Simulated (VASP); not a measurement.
V:

```xyz
1
Lattice="-1.5144 1.5144 1.5144 1.5144 -1.5144 1.5144 1.5144 1.5144 -1.5144" Properties=species:S:1:pos:R:3 pbc="T T T"
V     0.0000    0.0000    0.0000
```

| Property | Result |
| --- | --- |
| Program | VASP 6.6.1 |
| Task | relaxation of cell and atoms |
| Functional | PBEsol |
| Dispersion | D3(BJ) |
| Potentials or basis | VASP PAW PBE potentials, release 64 (V_sv) |
| Cutoff | 600 eV |
| k mesh | 12 × 12 × 12 |
| Occupations | fermi-dirac, width 0.05 eV |
| Spin | collinear spin, ferromagnetic start |
| Starting moments | [2.0] μB |

At the start: pressure -19.4 GPa; volume 13.89 Å³/atom.

Problem. How do energy, volume and symmetry change on relaxing?

Solution. Over 7 steps the energy falls by 99.9 meV/atom and the volume is 12.37 Å³/atom (-10.9 %); space group Im-3m (No. 229, to 0.1 Å) before and after; moment 0.00 μB per cell.

Step by step:
```
step  energy change (eV)  largest force (eV/Å)  pressure (GPa)  volume (Å³)
   1              0.0000                0.0000          -19.35        13.89
   2              0.0661                0.0000           37.72        10.78
   3             -0.0998                0.0000           -0.68        12.42
   4             -0.0999                0.0000           -0.10        12.38
   5             -0.0999                0.0000            0.39        12.35
   6             -0.0998                0.0000           -0.41        12.40
   7             -0.0999                0.0000            0.01        12.37
```

Final structure:
```yaml
crystal:
  lattice:
    - [-1.45710, 1.45710, 1.45710]
    - [1.45710, -1.45710, 1.45710]
    - [1.45710, 1.45710, -1.45710]
  atoms:
    - { symbol: V, position: [0.00000, 0.00000, 0.00000] }
```

Caveat: the PAW data sets were made with another functional, which shifts forces and pressure a little.
